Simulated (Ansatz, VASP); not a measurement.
## F: VASP beside Ansatz

INCAR

```
SYSTEM = F
ALGO     = Normal         ! electronic algorithm
EDIFF    = 1E-7           ! SCF threshold, eV
ENCUT    = 520            ! plane-wave cutoff, eV
GGA      = PS             ! functional
ISIF     = 2              ! what is computed and relaxed
ISMEAR   = 0              ! smearing method
LASPH    = .True.         ! aspherical terms in the spheres
LCHARG   = .False.        ! write CHGCAR
LREAL    = .False.        ! projectors in reciprocal space
LWAVE    = .False.        ! write WAVECAR
NBANDS   = 22             ! bands
NELM     = 80             ! most SCF steps
PREC     = Accurate       ! precision mode
SIGMA    = 0.05           ! smearing width, eV
```

The input KPOINTS:

```
k-points
0
Gamma
  4 4 2
  0 0 0
```

POSCAR

```
F
1.0
    3.1004838602     -1.7819543364     -0.2391360627
    3.1004838602      1.7819543364     -0.2391360627
   -2.3313270155      0.0000000000      7.1362390124
F
4
Direct
    0.0848459664      0.0848459664      0.0860117137
    0.9151540336      0.9151540336      0.9139882863
    0.5015719855      0.5015719855      0.5937195244
    0.4984280145      0.4984280145      0.4062804756
```

Input for Ansatz:

```yaml
crystal:
  lattice:
    - [3.1004838602, -1.7819543364, -0.2391360627]
    - [3.1004838602, 1.7819543364, -0.2391360627]
    - [-2.3313270155, 0.0, 7.1362390124]
  atoms:
    - { symbol: F, position: [0.0848459664, 0.0848459664, 0.0860117137] }
    - { symbol: F, position: [0.9151540336, 0.9151540336, 0.9139882863] }
    - { symbol: F, position: [0.5015719855, 0.5015719855, 0.5937195244] }
    - { symbol: F, position: [0.4984280145, 0.4984280145, 0.4062804756] }
basis:
  ecutwfc: 520.0
kpoints:
  mp_grid: { grid: [4, 4, 2] }
hamiltonian:
  xc: pbesol
scf:
  occupations: { method: gaussian, width: 0.05 }
output:
  forces: true
  stress: true
  eigenvalues: true
```

Alike in both runs: task single point; functional PBEsol; k mesh 4 × 4 × 2; occupations gaussian, width 0.05 eV; no spin polarisation.

|  | VASP | Ansatz |
| --- | --- | --- |
| version | VASP 6.6.1 | Ansatz 0.2.0 |
| potentials or method | VASP PAW PBE potentials, release 64 (F), cutoff 520 eV | scalar-relativistic, plane waves, PAW |
| valence electrons in the cell | 28 | 28 |

|  | VASP | Ansatz | Ansatz less VASP |
| --- | --- | --- | --- |
| gap on the k mesh at the Fermi level (eV) | 3.03 | 3.10 | +0.074 |
| least direct gap on the mesh (eV) | 3.07 | 3.15 | +0.074 |
| pressure (GPa) | 4.2 | 3.6 | -0.56 |
| traceless stress, the component that is largest in VASP (GPa) | 6.16 | 4.59 | -1.577 |
| rms of the force components (eV/Å) | 1.895 | 1.604 | -0.2914 |

VASP's potentials were made for PBE, not for PBEsol. Atom by atom the forces differ by 0.334 eV/Å (rms over components). With one functional, cell and mesh, what is left measures potentials, basis and numerics.

The k mesh is coarse, so the values compare programs but aren't converged.
